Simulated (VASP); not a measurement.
Set up this calculation in VASP 6.6.1, as the native input.

* Task: single point
* Functional: LDA
* Potentials or basis: VASP PAW LDA potentials, release 64 (C)
* Cutoff: 520 eV
* k mesh: 12 × 12 × 12
* Occupations: gaussian, width 0.05 eV
* Spin: no spin polarisation
* Dipole correction: no
* Further INCAR settings: ALGO = Normal; EDIFF = 1e-07; NBANDS = 11

The structure of C lies in POSCAR:

```
C
1.0
    0.0000000000      1.7756851405      1.9555620452
    1.7756851405      0.0000000000      1.9555620452
    1.7756851405      1.7756851405      0.0000000000
C
2
Direct
    0.5000000000      0.5000000000      0.5000000000
    0.7500000000      0.7500000000      0.7500000000
```

This cell differs from its parent crystal: volume 6.166 Å^3 an atom, c/a of the conventional cell 1.1013.

These files were run (other wordings do the same):

INCAR

```
PREC = Accurate
ENCUT = 520
EDIFF = 1E-7
ISMEAR = 0
SIGMA = 0.05
LREAL = False
LASPH = True
NELM = 80
ALGO = Normal
ISIF = 2
LWAVE = False
LCHARG = False
NBANDS = 11
```

KPOINTS

```
Automatic mesh
0
Gamma
  12 12 12
```

Potentials or basis: VASP PAW LDA potentials, release 64 (C).

Command:

```console
$ cat potpaw_LDA.64/C/POTCAR > POTCAR
$ mpirun -np 1 vasp_std > vasp.out
```

It gave:

- Pressure: -41.4 GPa
- Band gap on the k mesh: 2.78 eV, indirect (least direct gap 4.51 eV)

It took 26 s on 1 thread of AMD EPYC 7R13, on a shared host, peak memory 0.09 GiB.
